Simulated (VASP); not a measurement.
Here is a VASP 6.6.1 calculation.

Contents of INCAR:

```
PREC = Accurate
ENCUT = 600
EDIFF = 1E-7
ISMEAR = 0
SIGMA = 0.1
LREAL = F
LASPH = T
NELM = 80
ALGO = Normal
ISIF = 3
LWAVE = F
LCHARG = F
GGA = PE
IBRION = 2
NSW = 90
EDIFFG = -0.04
```

The input KPOINTS:

```
regular mesh
0
Gamma
  6 6 4
```

POSCAR

```
Ta2GeO
1.0
    3.6876447700      0.0000000000      0.0000000000
    0.0000000000      3.6876447700      0.0000000000
    0.0000000000      0.0000000000      5.2428274300
Ta Ge O
2 1 1
Direct
    0.5000000000      0.0000000000      0.7574989800
    0.0000000000      0.5000000000      0.2425010200
    0.0000000000      0.0000000000      0.5000000000
    0.5000000000      0.5000000000      0.0000000000
```

Potentials or basis: VASP PAW PBE potentials, release 64 (Ta_pv, Ge_d, O).

Run with:

```console
$ cat potpaw_PBE.64/Ta_pv/POTCAR potpaw_PBE.64/Ge_d/POTCAR potpaw_PBE.64/O/POTCAR > POTCAR
$ mpirun -np 1 vasp_std > vasp.out
```

**Question.** Estimate the relaxed cell.

**Answer.** a = 3.723 Å, b = 3.723 Å, c = 5.335 Å, α = 90.00°, β = 90.00°, γ = 90.00°.

**Question.** Estimate the relaxed volume.

**Answer.** 18.49 Å³/atom.

**Question.** What does it give for the band gap on the k mesh?

**Answer.** Zero (bands 21 and 22 overlap by 1.38 eV).

Step by step:
```csv
step,energy change (eV),largest force (eV/Å),pressure (GPa),volume (Å³)
1,0.0000,6.1366,10.87,71.30
2,-2.0049,2.3793,-16.31,84.52
3,-2.0043,2.4517,-15.92,84.11
4,-3.1682,0.9931,5.99,72.07
5,-3.2491,0.0323,-0.58,74.19
6,-3.2494,0.0438,-0.05,74.00
7,-3.2495,0.0328,0.02,73.94
```

Caveat: spin-orbit coupling is left out, which moves the levels of the heavy elements.
